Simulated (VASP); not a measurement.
**SrO: single point with PBE**

The system is SrO.

```xyz
2
Lattice="0.0000 2.6812 2.6812 2.6812 0.0000 2.6812 2.6812 2.6812 0.0000" Properties=species:S:1:pos:R:3 pbc="T T T"
Sr    2.6812    2.6812    2.6812
O     0.0000    0.0000    0.0000
```

This cell differs from its parent crystal: volume scaled by 1.10.

```json
{
  "Program": "VASP 6.6.1",
  "Task": "single point",
  "Functional": "PBE",
  "Potentials or basis": "VASP PAW PBE potentials, release 64 (Sr_sv, O)",
  "Cutoff": "520 eV",
  "k mesh": "8 × 8 × 8",
  "Occupations": "gaussian, width 0.02 eV",
  "Spin": "no spin polarisation"
}
```

```yaml
Pressure: -6.2 GPa
Band_gap_on_the_k_mesh: 3.15 eV, direct
```

Levels at points of the mesh, in eV from the valence-band top:
| k point | band 4 | band 5 | band 6 | band 7 | band 8 | band 9 | band 10 | band 11 | band 12 | band 13 |
| --- | --- | --- | --- | --- | --- | --- | --- | --- | --- | --- |
| (0.00, 0.00, 0.00) | -14.61 | -14.61 | 0.00 | 0.00 | 0.00 | 3.15 | 5.91 | 5.91 | 5.91 | 7.81 |
| (0.50, 0.00, 0.00) | -14.67 | -13.42 | -1.94 | -0.92 | -0.92 | 6.01 | 7.48 | 8.13 | 8.13 | 10.75 |
| (0.50, 0.50, 0.00) | -14.85 | -14.85 | -0.60 | -0.15 | -0.15 | 3.30 | 6.90 | 9.30 | 9.35 | 10.10 |

It took 9.5 s on 1 thread of Intel(R) Xeon(R) Platinum 8559C (Emerald Rapids), on a shared host, peak memory 0.16 GiB.

 A k mesh can miss the band edges.
